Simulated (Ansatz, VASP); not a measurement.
This is a calculation of TaN for VASP 6.6.1.

File POSCAR:

```
TaN
1.0
    0.0000000000      2.2259679500      2.2259679500
    2.2259679500      0.0000000000      2.2259679500
    2.2259679500      2.2259679500      0.0000000000
Ta N
1 1
Direct
    0.5000000000      0.5000000000      0.5000000000
    0.0000000000      0.0000000000      0.0000000000
```

The input INCAR.step1:

```
PREC = Accurate ; ENCUT = 520
EDIFF = 1E-5 ; ISMEAR = -1
SIGMA = 0.05 ; LREAL = False
LASPH = True ; NELM = 80
ALGO = Normal ; ISIF = 2
LWAVE = True ; GGA = PE
NBANDS = 15
```

The input INCAR.step2:

```
PREC = Accurate ; ENCUT = 520
EDIFF = 1E-6 ; ISMEAR = -1
SIGMA = 0.05 ; LREAL = False
LASPH = True ; NELM = 80
ALGO = Normal ; ISIF = 2
LWAVE = False ; LCHARG = True
GGA = PE ; LHFCALC = True
AEXX = 0.25 ; PRECFOCK = Normal
LELF = True ; LVHAR = True
ISTART = 1 ; NBANDS = 15
```

File KPOINTS:

```
regular mesh
0
Gamma
  6 6 6
```

Potentials or basis: VASP PAW PBE potentials, release 64 (Ta_pv, N).

The run is started by

```sh
$ cat potpaw_PBE.64/Ta_pv/POTCAR potpaw_PBE.64/N/POTCAR > POTCAR
$ cp INCAR.step1 INCAR
$ mpirun -np 1 vasp_std > vasp.out
$ cp INCAR.step2 INCAR
$ mpirun -np 1 vasp_std > vasp.out
```

Q: Set up the same calculation for Ansatz 0.2.0. Potentials there: Ansatz PAW.

A: As run (the cutoff follows the program's own potentials):

The input input.yaml:

```yaml
crystal:
  lattice:
    - [0.0, 2.22596795, 2.22596795]
    - [2.22596795, 0.0, 2.22596795]
    - [2.22596795, 2.22596795, 0.0]
  atoms:
    - { symbol: Ta, position: [0.5, 0.5, 0.5] }
    - { symbol: "N", position: [0.0, 0.0, 0.0] }
hamiltonian:
  xc: pbe0
  pseudopotentials: { kind: paw }
kpoints:
  mp_grid: { grid: [6, 6, 6] }
scf:
  occupations: { method: fermi_dirac, width: 0.05 }
output:
  forces: true
  stress: true
  eigenvalues: true
```

Potentials or basis: Ansatz PAW.

The run is started by

```console
$ ansatz run input.yaml --threads 2 --pin off --max-ram 5632MiB --backend cpu --events-out ev --progress --plain --runs-dir out
```

Both were run:

|  | VASP | Ansatz | Ansatz less VASP |
| --- | --- | --- | --- |
| gap on the k mesh at the Fermi level (eV) | none | none | - |
| pressure (GPa) | -15.9 | -15.5 | +0.43 |

A gap of «none» marks a metal or a gap that the smearing closes. VASP's potentials hold 16 valence electrons a cell and Ansatz's 18, so a difference there can come from the potentials and not from the codes.

The k mesh is coarse, so the values compare programs but aren't converged. Neither program's run includes spin-orbit coupling.
